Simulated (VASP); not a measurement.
# SrTiO3 (Pm-3m) in VASP: a series of runs

Runs on SrTiO3. Level: r2SCAN. Tasks: single point.

Everything below comes from runs of VASP 6.6.1. Logs are shortened: lines on timing, memory, paths and dates and some standing lists are left out, and cuts for length are marked.

**1. The cell of the first run**

The structure is cubic, space group Pm-3m (No. 221). The conventional cell has a = 3.946 Å, b = 3.946 Å, c = 3.946 Å, α = 90.00°, β = 90.00°, γ = 90.00°. Sr (site symmetry m-3m) has 12 O at 2.79 Å and 8 Ti at 3.42 Å within 3.7 Å. Within 2.6 Å of Ti (site symmetry m-3m) lie 6 O at 1.97 Å. O (site symmetry 4/mmm) has 2 Ti at 1.97 Å within 2.6 Å.

**2. Single point, r2SCAN (12.28 Å³/atom)**

Input file POSCAR:

```
SrTiO3
1.0
    3.9455357203      0.0000000000      0.0000000000
    0.0000000000      3.9455357203      0.0000000000
    0.0000000000      0.0000000000      3.9455357203
Sr Ti O
1 1 3
Direct
    0.0000000000      0.0000000000      0.0000000000
    0.5000000000      0.5000000000      0.5000000000
    0.5000000000      0.5000000000      0.0000000000
    0.5000000000      0.0000000000      0.5000000000
    0.0000000000      0.5000000000      0.5000000000
```

Input file INCAR.step1:

```
SYSTEM = SrTiO3
  PREC = Accurate
  ENCUT = 520
  ISMEAR = 0
  SIGMA = 0.01
  LREAL = .FALSE.
  LASPH = .TRUE.
  NELM = 100
  NBANDS = 28
  GGA = PE
  ALGO = Normal
  EDIFF = 1E-4
  LWAVE = .TRUE.
  LCHARG = .FALSE.
```

Input file INCAR.step2:

```
SYSTEM = SrTiO3
  PREC = Accurate
  ENCUT = 520
  EDIFF = 1E-6
  ISMEAR = 0
  SIGMA = 0.01
  LREAL = .FALSE.
  LASPH = .TRUE.
  NELM = 100
  ALGO = Normal
  ISIF = 2
  LWAVE = .FALSE.
  LCHARG = .FALSE.
  METAGGA = R2SCAN
  LMIXTAU = .TRUE.
  NBANDS = 28
  ISTART = 1
```

Input file KPOINTS:

```
Automatic mesh
0
G
  6 6 6
  0 0 0
```

Potentials or basis: VASP PAW PBE potentials, release 64 (Sr_sv, Ti_sv, O).

On the command line:

```console
cat potpaw_PBE.64/Sr_sv/POTCAR potpaw_PBE.64/Ti_sv/POTCAR potpaw_PBE.64/O/POTCAR > POTCAR
cp INCAR.step1 INCAR
mpirun -np 1 vasp_std > vasp.out
cp INCAR.step2 INCAR
mpirun -np 1 vasp_std > vasp.out
```

OUTCAR:

```text
SYSTEM = SrTiO3
   PREC = Accurate
   ENCUT = 520
   EDIFF = 1E-6
   ISMEAR = 0
   LREAL = .FALSE.
   LASPH = .TRUE.
   NELM = 100
   ISIF = 2
   METAGGA = R2SCAN
   ISTART = 1

 ion  position               nearest neighbor table
   1  0.000  0.000  0.000-   3 2.79   4 2.79   5 2.79   4 2.79   5 2.79   3 2.79   5 2.79   5 2.79
                             3 2.79   4 2.79   4 2.79   3 2.79   2 3.42   2 3.42   2 3.42   2 3.42
   2  0.500  0.500  0.500-   3 1.97   4 1.97   5 1.97   3 1.97   4 1.97   5 1.97   1 3.42   1 3.42
                             1 3.42   1 3.42   1 3.42   1 3.42   1 3.42   1 3.42
   3  0.500  0.500  0.000-   2 1.97   2 1.97   1 2.79   1 2.79   1 2.79   1 2.79
   4  0.500  0.000  0.500-   2 1.97   2 1.97   1 2.79   1 2.79   1 2.79   1 2.79
   5  0.000  0.500  0.500-   2 1.97   2 1.97   1 2.79   1 2.79   1 2.79   1 2.79

  LATTYP: Found a simple cubic cell.
 ALAT       =     3.9455357203

  Lattice vectors:

 A1 = (   3.9455357203,   0.0000000000,   0.0000000000)
 A2 = (   0.0000000000,   3.9455357203,   0.0000000000)
 A3 = (   0.0000000000,   0.0000000000,   3.9455357203)

Analysis of symmetry for initial positions (statically):
=====================================================================
 Subroutine PRICEL returns:
 Original cell was already a primitive cell.

 Routine SETGRP: Setting up the symmetry group for a
 simple cubic supercell.

 Subroutine GETGRP returns: Found 48 space group operations
 (whereof 48 operations were pure point group operations)
 out of a pool of 48 trial point group operations.

The static configuration has the point symmetry O_h .

Analysis of symmetry for dynamics (positions and initial velocities):
=====================================================================
 Subroutine PRICEL returns:
 Original cell was already a primitive cell.

 Routine SETGRP: Setting up the symmetry group for a
 simple cubic supercell.

 Subroutine GETGRP returns: Found 48 space group operations
 (whereof 48 operations were pure point group operations)
 out of a pool of 48 trial point group operations.

The dynamic configuration has the point symmetry O_h .

 Subroutine INISYM returns: Found 48 space group operations
 (whereof 48 operations are pure point group operations),
 and found     1 'primitive' translations

----------------------------------------------------------------------------------------

                                     Primitive cell

  volume of cell :      61.4211

  direct lattice vectors                    reciprocal lattice vectors
     3.945535720  0.000000000  0.000000000     0.253451007  0.000000000  0.000000000
     0.000000000  3.945535720  0.000000000     0.000000000  0.253451007  0.000000000
     0.000000000  0.000000000  3.945535720     0.000000000  0.000000000  0.253451007

  length of vectors
     3.945535720  3.945535720  3.945535720     0.253451007  0.253451007  0.253451007

  position of ions in fractional coordinates (direct lattice)
     0.000000000  0.000000000  0.000000000
     0.500000000  0.500000000  0.500000000
     0.500000000  0.500000000  0.000000000
     0.500000000  0.000000000  0.500000000
     0.000000000  0.500000000  0.500000000

  ion indices of the primitive-cell ions
   primitive index   ion index
                 1           1
                 2           2
                 3           3
                 4           4
                 5           5

----------------------------------------------------------------------------------------

 KPOINTS: Automatic mesh

Automatic generation of k-mesh.
 Grid dimensions read from file:
 generate k-points for:    6    6    6

 Generating k-lattice:

  Cartesian coordinates                     Fractional coordinates (reciprocal lattice)
     0.042241834  0.000000000  0.000000000     0.166666667  0.000000000  0.000000000
     0.000000000  0.042241834  0.000000000     0.000000000  0.166666667  0.000000000
     0.000000000  0.000000000  0.042241834     0.000000000  0.000000000  0.166666667

  Length of vectors
     0.042241834  0.042241834  0.042241834

  Shift w.r.t. Gamma in fractional coordinates (k-lattice)
     0.000000000  0.000000000  0.000000000

 Subroutine IBZKPT returns following result:
 ===========================================

 Found     20 irreducible k-points:

 Following reciprocal coordinates:
            Coordinates               Weight
  0.000000  0.000000  0.000000      1.000000
  0.166667  0.000000  0.000000      6.000000
  0.333333  0.000000  0.000000      6.000000
  0.500000  0.000000  0.000000      3.000000
  0.166667  0.166667  0.000000     12.000000
  0.333333  0.166667  0.000000     24.000000
[... 12 lines left out ...]
  0.500000  0.500000  0.333333      6.000000
  0.500000  0.500000  0.500000      1.000000
   k-points           NKPTS =     20   k-points in BZ     NKDIM =     20   number of bands    NBANDS=     28
   number of dos      NEDOS =    301   number of ions     NIONS =      5
   total plane-waves  NPLWV =  27000
   dimension x,y,z NGX =    30 NGY =   30 NGZ =   30
   dimension x,y,z NGXF=    60 NGYF=   60 NGZF=   60
   ions per type =               1   1   3
   NGX,Y,Z   is equivalent  to a cutoff of  12.64, 12.64, 12.64 a.u.
   NGXF,Y,Z  is equivalent  to a cutoff of  25.28, 25.28, 25.28 a.u.
 SYSTEM =  SrTiO3
   PREC   = accura    normal or accurate (medium, high low for compatibility)
   ISTART =      1    job   : 0-new  1-cont  2-samecut
   ICHARG =      0    charge: 1-file 2-atom 10-const
   ISPIN  =      1    spin polarized calculation?
   LNONCOLLINEAR =      F non collinear calculations
   LSORBIT =      F    spin-orbit coupling
   LASPH  =      T    aspherical Exc in radial PAW
   ENCUT  =  520.0 eV  38.22 Ry    6.18 a.u.   7.34  7.34  7.34*2*pi/ulx,y,z
   NELM   =    100;   NELMIN=  2; NELMDL=  0     # of ELM steps
   EDIFF  = 0.1E-05   stopping-criterion for ELM
   LREAL  =      F    real-space projection
[... 7 lines left out ...]
   TEBEG  =    0.0;   TEEND  =   0.0 temperature during run
   PSTRESS=    0.0 pullay stress
   NELECT =      40.0000    total number of electrons
   NUPDOWN=      -1.0000    fix difference up-down
   EMIN   =  10.00;   EMAX   =-10.00  energy-range for DOS
   EFERMI =   0.00;   METHOD = LEGACY
   ISMEAR =     0;   SIGMA  =   0.01  broadening in eV -4-tet -1-fermi 0-gaus
   EFERMI_NEDOS =   21; number of points for ismear=-14 and -15
   IALGO  =     38    algorithm
   IMIX   =      4    mixing-type and parameters
     AMIX     =   0.40;   BMIX     =  1.00
     AMIX_MAG =   1.60;   BMIX_MAG =  1.00
  volume/ion in A,a.u.               =      12.28        82.90
  Fermi-wavevector in a.u.,A,eV,Ry     =   1.419021  2.681561 27.396975  2.013621
  Thomas-Fermi vector in A             =   2.540085
   LORBIT       =      0    0 simple, 1 ext, 2 COOP (PROOUT), +10 PAW based schemes
   METAGGA = R2SCAN    functional components
   LHFCALC =     F    Hartree Fock is set to
   AEXX    =    0.0000 exact exchange contribution
   IVDW    =     0    specifies the selected vdW correction
   LEPSILON=     F    determine dielectric tensor
   LRPA    =     F    only Hartree local field effects (RPA)
 non-spin polarized calculation
 Gauss-broadening in eV      SIGMA  =   0.01
  energy-cutoff  :      520.00
  volume of cell :       61.42
 maximum number of plane-waves:      1675
 NGX is ok and might be reduce to    30
   NGX = 15   NGY = 15   NGZ = 15

 number of electron      39.9999987 magnetization

 Free energy of the ion-electron system (eV)
  ---------------------------------------------------
  ext. energy  EPLUGINS =         0.00000000
  ---------------------------------------------------
  free energy    TOTEN  =       -63.31130943 eV

  energy without entropy =      -63.31130943  energy(sigma->0) =      -63.31130943

 E-fermi :   3.7797     XC(G=0): -11.7581

 val. band max:        3.5990176865   @ k =   0.5000   0.5000   0.5000
 cond. band min:       5.8048593326   @ k =   0.0000   0.0000   0.0000
 fundamental gap:      2.2058416461
 Fermi energy:         3.7797316314

 k-point     1 :       0.0000    0.0000    0.0000
  band No.  band energies     occupation
      1     -55.2166      2.00000
      2     -30.3925      2.00000
      3     -30.3925      2.00000
      4     -30.3925      2.00000
      5     -30.3693      2.00000
      6     -14.7073      2.00000
[... 20 lines left out ...]
     27       9.5350      0.00000
     28      10.3898      0.00000

 k-point     2 :       0.1667    0.0000    0.0000
  band No.  band energies     occupation
      1     -55.2163      2.00000
      2     -30.4416      2.00000
      3     -30.3919      2.00000
      4     -30.3919      2.00000
      5     -30.3323      2.00000
      6     -14.7065      2.00000
[... 20 lines left out ...]
     27       9.9893      0.00000
     28      11.0259      0.00000

 k-point     3 :       0.3333    0.0000    0.0000
  band No.  band energies     occupation
      1     -55.2156      2.00000
      2     -30.4956      2.00000
      3     -30.3907      2.00000
      4     -30.3907      2.00000
      5     -30.3022      2.00000
      6     -14.7848      2.00000
[... 20 lines left out ...]
     27      10.9611      0.00000
     28      12.2701      0.00000

 k-point     4 :       0.5000    0.0000    0.0000
  band No.  band energies     occupation
      1     -55.2152      2.00000
      2     -30.5182      2.00000
      3     -30.3901      2.00000
      4     -30.3900      2.00000
      5     -30.2914      2.00000
      6     -14.8458      2.00000
[... 454 lines left out ...]
     27      11.8991      0.00000
     28      11.9476      0.00000

 k-point    19 :       0.5000    0.5000    0.3333
  band No.  band energies     occupation
      1     -55.2128      2.00000
      2     -30.4566      2.00000
      3     -30.4566      2.00000
      4     -30.4390      2.00000
      5     -30.3213      2.00000
      6     -13.6327      2.00000
[... 20 lines left out ...]
     27      11.6547      0.00000
     28      12.0673      0.00000

 k-point    20 :       0.5000    0.5000    0.5000
  band No.  band energies     occupation
      1     -55.2124      2.00000
      2     -30.4559      2.00000
      3     -30.4559      2.00000
      4     -30.4559      2.00000
      5     -30.3174      2.00000
      6     -13.4630      2.00000
[... 20 lines left out ...]
     27      12.0675      0.00000
     28      12.0675      0.00000

------------------------ aborting loop because EDIFF is reached ----------------------------------------

  FORCE on cell =-STRESS in cart. coord.  units (eV):
  Direction    XX          YY          ZZ          XY          YZ          ZX
  --------------------------------------------------------------------------------------
  -------------------------------------------------------------------------------------
  Total       -1.6869342     -1.6869342     -1.6869342      0.0000000     -0.0000000      0.0000000
  in kB      -44.0038619    -44.0038619    -44.0038619      0.0000000     -0.0000000      0.0000000
  external PRESSURE =     -44.0038619 kB  Pullay stress =       0.0000000 kB

 VOLUME and BASIS-vectors are now :
 -----------------------------------------------------------------------------
  energy-cutoff  :      520.00
  volume of cell :       61.42
      direct lattice vectors                 reciprocal lattice vectors
     3.945535720  0.000000000  0.000000000     0.253451007  0.000000000  0.000000000
     0.000000000  3.945535720  0.000000000     0.000000000  0.253451007  0.000000000
     0.000000000  0.000000000  3.945535720     0.000000000  0.000000000  0.253451007

 POSITION                                       TOTAL-FORCE (eV/Angst)
 -----------------------------------------------------------------------------------
      0.00000      0.00000      0.00000         0.000000      0.000000      0.000000
      1.97277      1.97277      1.97277         0.000000      0.000000      0.000000
      1.97277      1.97277      0.00000         0.000000      0.000000      0.000000
      1.97277      0.00000      1.97277         0.000000      0.000000      0.000000
      0.00000      1.97277      1.97277         0.000000      0.000000      0.000000
 -----------------------------------------------------------------------------------
    total drift:                                0.000000      0.000000     -0.000000

  FREE ENERGIE OF THE ION-ELECTRON SYSTEM (eV)
  ---------------------------------------------------
  free  energy   TOTEN  =       -63.3113094317 eV

  energy  without entropy=      -63.3113094317  energy(sigma->0) =      -63.31130943
```

Wall time 4 min (1 thread of Intel Xeon 8259CL, shared host); peak memory 0.2 GiB.

What came out:

```
Free energy            : -63.3113 eV
Pressure               : -4.4 GPa
Band gap on the k mesh : 2.21 eV (least direct gap 2.60 eV)
```

Levels at points of the mesh, in eV from the valence-band top:
```tsv
k point	band 18	band 19	band 20	band 21	band 22	band 23
(0.00, 0.00, 0.00)	-0.40	-0.40	-0.40	2.21	2.21	2.21
(0.50, 0.00, 0.00)	-1.91	-0.77	-0.77	2.35	4.01	4.01
(0.50, 0.50, 0.00)	-1.57	-1.57	-0.09	4.01	4.01	4.48
(0.50, 0.50, 0.50)	0.00	0.00	0.00	4.68	4.68	4.68
```

Caveat: the cell stands under tension; the PAW data sets were made with another functional, which shifts forces and pressure a little. A k mesh can miss the band edges.

**3. Single point, r2SCAN (12.64 Å³/atom)**

This run uses another cell than the first one, of 12.64 Å³/atom.

POSCAR, as its differences from that of step 2:

```diff
@@ -2,5 +2,5 @@
 1.0
-    3.9455357203      0.0000000000      0.0000000000
-    0.0000000000      3.9455357203      0.0000000000
-    0.0000000000      0.0000000000      3.9455357203
+    3.9834758913      0.0000000000      0.0000000000
+    0.0000000000      3.9834758913      0.0000000000
+    0.0000000000      0.0000000000      3.9834758913
 Sr Ti O
```

Input file INCAR.step1:

```
PREC     = Accurate       # precision mode
ENCUT    = 520            # plane-wave cutoff, eV
ISMEAR   = 0              # smearing method
SIGMA    = 0.01           # smearing width, eV
LREAL    = F              # projectors in reciprocal space
LASPH    = T              # aspherical terms in the spheres
NELM     = 100            # most SCF steps
NBANDS   = 28             # bands
GGA      = PE             # functional
ALGO     = Normal         # electronic algorithm
EDIFF    = 1E-4           # SCF threshold, eV
LWAVE    = T              # write WAVECAR
LCHARG   = F              # write CHGCAR
```

Input file INCAR.step2:

```
PREC     = Accurate       # precision mode
ENCUT    = 520            # plane-wave cutoff, eV
EDIFF    = 1E-6           # SCF threshold, eV
ISMEAR   = 0              # smearing method
SIGMA    = 0.01           # smearing width, eV
LREAL    = F              # projectors in reciprocal space
LASPH    = T              # aspherical terms in the spheres
NELM     = 100            # most SCF steps
ALGO     = Normal         # electronic algorithm
ISIF     = 2              # what is computed and relaxed
LWAVE    = F              # write WAVECAR
LCHARG   = F              # write CHGCAR
METAGGA  = R2SCAN         # meta-GGA
LMIXTAU  = T            
NBANDS   = 28             # bands
ISTART   = 1
```

Input file KPOINTS:

```
regular mesh
0
Gamma
  6 6 6
```

Potentials or basis: VASP PAW PBE potentials, release 64 (Sr_sv, Ti_sv, O).

On the command line:

```console
cat potpaw_PBE.64/Sr_sv/POTCAR potpaw_PBE.64/Ti_sv/POTCAR potpaw_PBE.64/O/POTCAR > POTCAR
cp INCAR.step1 INCAR
mpirun -np 1 vasp_std > vasp.out
cp INCAR.step2 INCAR
mpirun -np 1 vasp_std > vasp.out
```

Wall time 3.8 min (1 thread of Intel Xeon 8259CL, shared host); peak memory 0.19 GiB.

It converged, with:

| Quantity | Value |
| --- | --- |
| Free energy | -63.2385 eV |
| Pressure | -8.9 GPa |
| Band gap on the k mesh | 2.14 eV (least direct gap 2.55 eV) |

Levels at points of the mesh, in eV from the valence-band top:
```
           k point  band 17  band 18  band 19  band 20  band 21  band 22  band 23  band 24
(0.00, 0.00, 0.00)    -1.12    -0.41    -0.41    -0.41     2.14     2.14     2.14     4.16
(0.50, 0.00, 0.00)    -2.22    -1.83    -0.77    -0.77     2.28     3.85     3.85     4.17
(0.50, 0.50, 0.00)    -1.82    -1.54    -1.54    -0.08     3.86     3.86     4.31     5.11
(0.50, 0.50, 0.50)    -3.62     0.00     0.00     0.00     4.49     4.49     4.49     7.39
```

Caveat: the cell stands under tension; the PAW data sets were made with another functional, which shifts forces and pressure a little. A k mesh can miss the band edges.
